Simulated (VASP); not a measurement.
Input of a VASP 6.6.1 run:

Contents of INCAR:

```
SYSTEM = Bi
PREC = Accurate
ENCUT = 500
EDIFF = 1E-7
ISMEAR = 0
SIGMA = 0.1
LREAL = .FALSE.
LASPH = .TRUE.
NELM = 120
ALGO = Normal
ISIF = 3
LWAVE = .FALSE.
LCHARG = .FALSE.
GGA = PE
IBRION = 2
NSW = 90
EDIFFG = -0.04
GGA_COMPAT = .FALSE.
NELMIN = 4
```

Contents of KPOINTS:

```
regular mesh
0
G
  2 2 6
  0 0 0
```

POSCAR

```
Bi
1.0
    8.0508242900      0.0000000000      0.0000000000
    0.0000000000      8.0508242900      0.0000000000
    0.0000000000      0.0000000000      2.9521124300
Bi
6
Direct
    0.1767953900      0.3232046100      0.0000000000
    0.3232046100      0.8232046100      0.0000000000
    0.8232046100      0.6767953900      0.0000000000
    0.6767953900      0.1767953900      0.0000000000
    0.0000000000      0.0000000000      0.0000000000
    0.5000000000      0.5000000000      0.0000000000
```

Potentials or basis: VASP PAW PBE potentials, release 64 (Bi_d).

Run with:

```sh
$ cat potpaw_PBE.64/Bi_d/POTCAR > POTCAR
$ mpirun -np 1 vasp_std > vasp.out
```

What does it give for the relaxed volume?

38.04 Å³/atom.

Predict the band gap on the k mesh.

zero (bands 45 and 46 overlap by 3.49 eV).

Predict the relaxed cell.

a = 8.383 Å, b = 8.383 Å, c = 3.248 Å, α = 90.00°, β = 90.00°, γ = 90.00°.

Forces on the atoms (eV/Å):
```
Bi   0.027 -0.027  0.000
Bi  -0.027 -0.027  0.000
Bi  -0.027  0.027  0.000
Bi   0.027  0.027  0.000
Bi   0.000  0.000  0.000
Bi   0.000  0.000  0.000
```

Caveat: the k points lie up to 0.37 Å⁻¹ apart in the final cell, too coarse for converged energies and pressures of a metal; the volume moved by over 15 % at a fixed basis, so the end points are rough; spin-orbit coupling is left out, which moves the levels of the heavy elements.
